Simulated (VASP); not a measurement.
Wanted: the native input for a VASP 6.6.1 run.

* Task: single point
* Functional: PBE
* Potentials or basis: VASP PAW PBE potentials, release 64 (In_d, O)
* Cutoff: 520 eV
* k mesh: 6 × 6 × 2
* Occupations: gaussian, width 0.1 eV
* Spin: no spin polarisation
* Dipole correction: no
* Further INCAR settings: ALGO = Normal; EDIFF = 1e-07; NBANDS = 37

The structure of In4O lies in POSCAR:

```
In4O
1.0
    3.7012942400      0.0000000000      0.0000000000
    0.0000000000      3.7012942400      0.0000000000
    0.0000000000      0.0000000000      8.6568483700
In O
4 1
Direct
    0.0000000000      0.5000000000      0.7306509600
    0.5000000000      0.0000000000      0.7306509600
    0.0000000000      0.5000000000      0.2693490400
    0.5000000000      0.0000000000      0.2693490400
    0.0000000000      0.0000000000      0.0000000000
```

The cell was generated, and may not be a known phase.

The input as run:

INCAR

```
PREC = Accurate
ENCUT = 520
EDIFF = 1E-7
ISMEAR = 0
SIGMA = 0.1
LREAL = F
LASPH = T
NELM = 60
ALGO = Normal
ISIF = 2
LWAVE = F
LCHARG = T
GGA = PE
LELF = T
LVHAR = T
NBANDS = 37
```

KPOINTS

```
regular mesh
0
Gamma
  6 6 2
```

Potentials or basis: VASP PAW PBE potentials, release 64 (In_d, O).

Launch:

```bash
$ cat potpaw_PBE.64/In_d/POTCAR potpaw_PBE.64/O/POTCAR > POTCAR
$ mpirun -np 1 vasp_std > vasp.out
```

It gave:

```
Pressure               : 14.7 GPa
Largest force          : 0.824 eV/Å
Band gap on the k mesh : zero (bands 29 and 30 overlap by 2.79 eV)
```

Caveat: the k points lie up to 0.36 Å⁻¹ apart, too coarse for converged energies and pressures of a metal; spin-orbit coupling is left out, which moves the levels of the heavy elements.

Run time: 54 s on 1 thread of Intel(R) Xeon(R) 6975P-C (Granite Rapids), with other jobs on the host, peak memory 0.25 GiB.
